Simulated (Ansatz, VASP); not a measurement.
Two plane-wave programs on CaTi3Se4

```
Ca Ti Se
1.0
     6.04832    0.00000    0.00000
     0.00000    6.04832    0.00000
     0.00000    0.00000    6.04832
Ca Ti Se
1 3 4
Direct
  0.50000 0.50000 0.50000
  0.00000 0.00000 0.50000
  0.00000 0.50000 0.00000
  0.50000 0.00000 0.00000
  0.25000 0.25000 0.25000
  0.25000 0.75000 0.75000
  0.75000 0.25000 0.75000
  0.75000 0.75000 0.25000
```

Alike in both runs: task single point; functional PBE; k mesh 4 × 4 × 4; occupations gaussian, width 0.1 eV; collinear spin.

|  | VASP | Ansatz |
| --- | --- | --- |
| version | VASP 6.6.1 | Ansatz 0.2.0 |
| potentials or method | VASP PAW PBE potentials, release 64 (Ca_sv, Ti_sv, Se), cutoff 520 eV | scalar-relativistic, plane waves, PAW |
| valence electrons in the cell | 70 | 110 |

|  | VASP | Ansatz | Ansatz less VASP |
| --- | --- | --- | --- |
| gap on the k mesh at the Fermi level (eV) | none | none | - |
| pressure (GPa) | 0.4 | 0.3 | -0.12 |
| net moment per atom (μB) | 0.75 | 0.75 | 0.000 |
| size of the moment on the site where the two differ most (μB) | 1.52 | 1.45 | -0.064 |

Site moments also hang on the region over which each program counts them. A gap of «none» marks a metal or a gap that the smearing closes. VASP's potentials hold 70 valence electrons a cell and Ansatz's 110, so a difference there can come from the potentials and not from the codes.
